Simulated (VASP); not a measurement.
# Se (Pm-3m) in VASP: notebook

The runs below take Se through single point, with LDA.

All numbers are computed with VASP 6.6.1; they aren't measurements. Logs are shortened: lines on timing, memory, paths and dates and some standing lists are left out, and cuts for length are marked.

## 1. The cell of the first run

The structure is cubic, space group Pm-3m (No. 221). Conventional cell: a = 2.694 Å, b = 2.694 Å, c = 2.694 Å, α = 90.00°, β = 90.00°, γ = 90.00°. Se (site symmetry m-3m) has 6 Se at 2.69 Å within 3.6 Å.

## 2. Single point, LDA (volume scaled by 0.92)

Input file INCAR:

```
ALGO = Normal
EDIFF = 1E-7
ENCUT = 520
GGA = CA
ISIF = 2
ISMEAR = -1
LASPH = T
LCHARG = F
LREAL = F
LWAVE = F
NBANDS = 9
NELM = 80
PREC = Accurate
SIGMA = 0.1
```

Input file KPOINTS:

```
k-points
0
Gamma
  13 13 13
```

Input file POSCAR:

```
Se
1.0
    2.6935584934      0.0000000000      0.0000000000
    0.0000000000      2.6935584934      0.0000000000
    0.0000000000      0.0000000000      2.6935584934
Se
1
Direct
    0.0000000000      0.0000000000      0.0000000000
```

Potentials or basis: VASP PAW LDA potentials, release 64 (Se).

Started as:

```
> cat potpaw_LDA.64/Se/POTCAR > POTCAR
> mpirun -np 1 vasp_std > vasp.out
```

OUTCAR:

```text
EDIFF = 1E-7
   ENCUT = 520
   GGA = CA
   ISIF = 2
   ISMEAR = -1
   LASPH = T
   LREAL = F
   NELM = 80
   PREC = Accurate

 ion  position               nearest neighbor table
   1  0.000  0.000  0.000-

  LATTYP: Found a simple cubic cell.
 ALAT       =     2.6935584934

  Lattice vectors:

 A1 = (   2.6935584934,   0.0000000000,   0.0000000000)
 A2 = (   0.0000000000,   2.6935584934,   0.0000000000)
 A3 = (   0.0000000000,   0.0000000000,   2.6935584934)

Analysis of symmetry for initial positions (statically):
=====================================================================
 Subroutine PRICEL returns:
 Original cell was already a primitive cell.

 Routine SETGRP: Setting up the symmetry group for a
 simple cubic supercell.

 Subroutine GETGRP returns: Found 48 space group operations
 (whereof 48 operations were pure point group operations)
 out of a pool of 48 trial point group operations.

The static configuration has the point symmetry O_h .

Analysis of symmetry for dynamics (positions and initial velocities):
=====================================================================
 Subroutine PRICEL returns:
 Original cell was already a primitive cell.

 Routine SETGRP: Setting up the symmetry group for a
 simple cubic supercell.

 Subroutine GETGRP returns: Found 48 space group operations
 (whereof 48 operations were pure point group operations)
 out of a pool of 48 trial point group operations.

The dynamic configuration has the point symmetry O_h .

 Subroutine INISYM returns: Found 48 space group operations
 (whereof 48 operations are pure point group operations),
 and found     1 'primitive' translations

----------------------------------------------------------------------------------------

                                     Primitive cell

  volume of cell :      19.5425

  direct lattice vectors                    reciprocal lattice vectors
     2.693558493  0.000000000  0.000000000     0.371256092  0.000000000  0.000000000
     0.000000000  2.693558493  0.000000000     0.000000000  0.371256092  0.000000000
     0.000000000  0.000000000  2.693558493     0.000000000  0.000000000  0.371256092

  length of vectors
     2.693558493  2.693558493  2.693558493     0.371256092  0.371256092  0.371256092

  position of ions in fractional coordinates (direct lattice)
     0.000000000  0.000000000  0.000000000

  ion indices of the primitive-cell ions
   primitive index   ion index
                 1           1

[... 73 lines left out ...]
   EDIFFG = 0.1E-05   stopping-criterion for IOM
   NSW    =      0    number of steps for IOM
   IBRION =     -1    ionic relax: 0-MD 1-quasi-New 2-CG
   NFREE  =      0    steps in history (QN), initial steepest desc. (CG)
   ISIF   =      2    stress and relaxation
   ISYM   =      2    0-nonsym 1-usesym 2-fastsym
   POTIM  = 0.5000    time-step for ionic-motion
   TEBEG  =    0.0;   TEEND  =   0.0 temperature during run
   PSTRESS=    0.0 pullay stress
   NELECT =       6.0000    total number of electrons
   NUPDOWN=      -1.0000    fix difference up-down
   EMIN   =  10.00;   EMAX   =-10.00  energy-range for DOS
   EFERMI =   0.00;   METHOD = LEGACY
   ISMEAR =    -1;   SIGMA  =   0.10  broadening in eV -4-tet -1-fermi 0-gaus
   EFERMI_NEDOS =   21; number of points for ismear=-14 and -15
   IALGO  =     38    algorithm
   IMIX   =      4    mixing-type and parameters
     AMIX     =   0.40;   BMIX     =  1.00
     AMIX_MAG =   1.60;   BMIX_MAG =  1.00
  volume/ion in A,a.u.               =      19.54       131.88
  Fermi-wavevector in a.u.,A,eV,Ry     =   1.104415  2.087041 16.595458  1.219732
  Thomas-Fermi vector in A             =   2.240887
   LORBIT       =      0    0 simple, 1 ext, 2 COOP (PROOUT), +10 PAW based schemes
   GGA     = CA    functional components
   LHFCALC =     F    Hartree Fock is set to
   AEXX    =    0.0000 exact exchange contribution
   IVDW    =     0    specifies the selected vdW correction
   LEPSILON=     F    determine dielectric tensor
   LRPA    =     F    only Hartree local field effects (RPA)
 non-spin polarized calculation
  energy-cutoff  :      520.00
  volume of cell :       19.54
 maximum number of plane-waves:       538
   NGX = 11   NGY = 11   NGZ = 11

 number of electron       5.9999998 magnetization

 Free energy of the ion-electron system (eV)
  ---------------------------------------------------
  ext. energy  EPLUGINS =         0.00000000
  ---------------------------------------------------
  free energy    TOTEN  =        -4.04505906 eV

  energy without entropy =       -4.03217808  energy(sigma->0) =       -4.03861857

 E-fermi :   6.6999     XC(G=0): -10.7935

 val. band max:        6.5659258522   @ k =   0.2308   0.2308   0.1538
 cond. band min:       6.8006471772   @ k =   0.3846   0.1538   0.0000
 fundamental gap:      0.2347213251
 Fermi energy:         6.6998611392

 k-point     1 :       0.0000    0.0000    0.0000
  band No.  band energies     occupation
      1     -10.8023      2.00000
      2       8.2397      0.00000
      3       8.2397      0.00000
      4       8.2397      0.00000
      5      14.1779      0.00000
      6      14.1779      0.00000
      7      15.1320      0.00000
      8      30.3603      0.00000
      9      30.3603      0.00000
[... 265 lines left out ...]
 k-point    24 :       0.3846    0.3077    0.0000
  band No.  band energies     occupation
      1      -7.2161      2.00000
      2       0.7073      2.00000
      3       2.8043      2.00000
      4      10.8078      0.00000
      5      11.9105      0.00000
      6      18.7060      0.00000
      7      22.6648      0.00000
      8      24.0436      0.00000
      9      24.6104      0.00000

 [... further k-points ...]

------------------------ aborting loop because EDIFF is reached ----------------------------------------

  FORCE on cell =-STRESS in cart. coord.  units (eV):
  Direction    XX          YY          ZZ          XY          YZ          ZX
  --------------------------------------------------------------------------------------
  -------------------------------------------------------------------------------------
  Total        1.0844097      1.0844097      1.0844097      0.0000000      0.0000000     -0.0000000
  in kB       88.9047019     88.9047019     88.9047019      0.0000000      0.0000000     -0.0000000
  external PRESSURE =      88.9047019 kB  Pullay stress =       0.0000000 kB

 VOLUME and BASIS-vectors are now :
 -----------------------------------------------------------------------------
  energy-cutoff  :      520.00
  volume of cell :       19.54
      direct lattice vectors                 reciprocal lattice vectors
     2.693558493  0.000000000  0.000000000     0.371256092  0.000000000  0.000000000
     0.000000000  2.693558493  0.000000000     0.000000000  0.371256092  0.000000000
     0.000000000  0.000000000  2.693558493     0.000000000  0.000000000  0.371256092

 POSITION                                       TOTAL-FORCE (eV/Angst)
 -----------------------------------------------------------------------------------
      0.00000      0.00000      0.00000         0.000000      0.000000      0.000000
 -----------------------------------------------------------------------------------
    total drift:                               -0.000000     -0.000000      0.000000

  FREE ENERGIE OF THE ION-ELECTRON SYSTEM (eV)
  ---------------------------------------------------
  free  energy   TOTEN  =        -4.0450590645 eV

  energy  without entropy=       -4.0321780803  energy(sigma->0) =       -4.03861857
```

stdout:

```text
POSCAR found type information on POSCAR Se
 POSCAR found :  1 types and       1 ions
 scaLAPACK will be used
 LDA part: xc-table for (Slater(with rela. corr.)+CA(PZ))
 , standard interpolation
 POSCAR, INCAR and KPOINTS ok, starting setup
 FFT: planning ... GRIDC
 FFT: planning ... GRID_SOFT
 FFT: planning ... GRID
 WAVECAR not read
 entering main loop
```

Wall time 5.4 s (1 thread of Intel Xeon Platinum 8488C (Sapphire Rapids), shared host); peak memory 0.12 GiB.

What came out:

```
Free energy            : -4.0451 eV
Pressure               : 8.9 GPa
Band gap on the k mesh : zero (band 3 reaches 10.02 eV, above the bottom of band 4 at 2.84 eV)
```

Levels at points of the mesh, in eV from the Fermi level:
| k point | band 1 | band 2 | band 3 | band 4 | band 5 | band 6 | band 7 | band 8 |
| --- | --- | --- | --- | --- | --- | --- | --- | --- |
| (0.00, 0.00, 0.00) | -17.50 | 1.54 | 1.54 | 1.54 | 7.48 | 7.48 | 8.43 | 23.66 |

[end of part 1 of 2]
